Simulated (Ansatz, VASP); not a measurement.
# Two plane-wave programs on BN

File POSCAR:

```
BN
1.0
    0.0000000000      1.8048254535      1.8048254535
    1.8048254535      0.0000000000      1.8048254535
    1.8048254535      1.8048254535      0.0000000000
B N
1 1
Direct
    0.0000000000      0.0000000000      0.0000000000
    0.2500000000      0.2500000000      0.2500000000
```

INCAR.step1

```
PREC = Accurate
ENCUT = 520
EDIFF = 1E-5
ISMEAR = 0
SIGMA = 0.01
LREAL = F
LASPH = T
NELM = 80
ALGO = Normal
ISIF = 2
LWAVE = T
GGA = PE
NBANDS = 11
```

File INCAR.step2:

```
PREC = Accurate
ENCUT = 520
EDIFF = 1E-6
ISMEAR = 0
SIGMA = 0.01
LREAL = F
LASPH = T
NELM = 80
ALGO = Normal
ISIF = 2
LWAVE = F
LCHARG = T
GGA = PE
LHFCALC = T
AEXX = 0.4
HFSCREEN = 0.5
PRECFOCK = Normal
LELF = T
LVHAR = T
ISTART = 1
NBANDS = 11
```

KPOINTS

```
regular mesh
0
Gamma
  6 6 6
```

Input for Ansatz:

```yaml
crystal:
  lattice:
    - [0.0, 1.8048254535, 1.8048254535]
    - [1.8048254535, 0.0, 1.8048254535]
    - [1.8048254535, 1.8048254535, 0.0]
  atoms:
    - { symbol: B, position: [0.0, 0.0, 0.0] }
    - { symbol: "N", position: [0.25, 0.25, 0.25] }
kpoints:
  mp_grid: { grid: [6, 6, 6] }
hamiltonian:
  xc: { exchange: pbe, correlation: pbe, exx: { coeff: 0.4, omega: 0.5 } }
scf:
  occupations: { method: fixed }
  n_extra_bands: 4
output:
  forces: true
  stress: true
  eigenvalues: true
```

Alike in both runs: task single point; functional PBE-based screened hybrid; k mesh 6 × 6 × 6; no spin polarisation.

|  | VASP | Ansatz |
| --- | --- | --- |
| version | VASP 6.6.1 | Ansatz 0.2.0 |
| potentials or method | VASP PAW PBE potentials, release 64 (B, N) | plane waves |
| plane-wave cutoff (eV) | 520 | 420 |
| occupations | gaussian, width 0.01 eV | fixed |
| valence electrons in the cell | 8 | 8 |

Ansatz gave:

* gap on the k mesh at the Fermi level (eV): 5.63
* pressure (GPa): -7.4

Q: Which values does VASP return?

A: gap on the k mesh at the Fermi level (eV): 5.61; pressure (GPa): -6.9.

VASP's potentials were made for PBE, not for PBE-based screened hybrid. Ansatz's warnings: stress exchange threshold loose, stress scf threshold loose.

The k mesh is coarse, so the values compare programs but aren't converged.
